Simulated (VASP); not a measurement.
Runs of VASP 6.6.1 on Al2O3. The structure is that of space group R-3c (No. 167), or close to it. The cells are those of the table. 

```csv
cell,gap on the mesh (eV),pressure (GPa),largest force (eV/Å)
"a = 4.902 Å, angles 58.8°, 10 atoms",5.94,14.5,0.84
"a = 5.127 Å, angles 57.7°, 10 atoms",4.99,-11.7,0.38
"a = 5.428 Å, angles 53.1°, 10 atoms",(c),-19.4,0.14
"a = 4.948 Å, angles 57.7°, 10 atoms",6.23,14.6,0.52
"a = 4.949 Å, angles 55.3°, 10 atoms",7.49,34.9,0.15
"a = 4.996 Å, angles 56.5°, 10 atoms",6.49,14.8,0.24
"a = 5.046 Å, angles 55.3°, 10 atoms",(a),15.2,0.06
"a = 5.209 Å, angles 52.0°, 10 atoms",6.42,(b),0.59
"a = 5.574 Å, angles 52.0°, 10 atoms",3.98,-25.8,0.10
"a = 5.487 Å, angles 52.0°, 10 atoms",4.51,-19.0,0.19
"a = 5.088 Å, angles 56.5°, 10 atoms",5.83,-0.1,0.21
"a = 5.400 Å, angles 55.3°, 10 atoms",4.31,-26.8,0.14
```

Alike in all rows: task single point; level PBEsol; potentials or basis VASP PAW PBE potentials, release 64 (Al, O); no spin polarisation; k mesh 6 × 6 × 6; cutoff (eV) 520; smearing gaussian 0.05 eV.

Fill in the values left out.

(a) 6.74; (b) 16.7; (c) 4.67.

Caveats: the PAW data sets were made with another functional, which shifts forces and pressure a little; the cell stands under pressure (at least some runs); the stress differs along the axes, from 4 to 36 GPa (at least some runs); the stress differs along the axes, from -18 to 2 GPa (at least some runs); the stress differs along the axes, from -31 to -14 GPa (at least some runs); the stress differs along the axes, from 7 to 29 GPa (at least some runs); the stress differs along the axes, from 11 to 22 GPa (at least some runs).

A k mesh can miss the band edges.
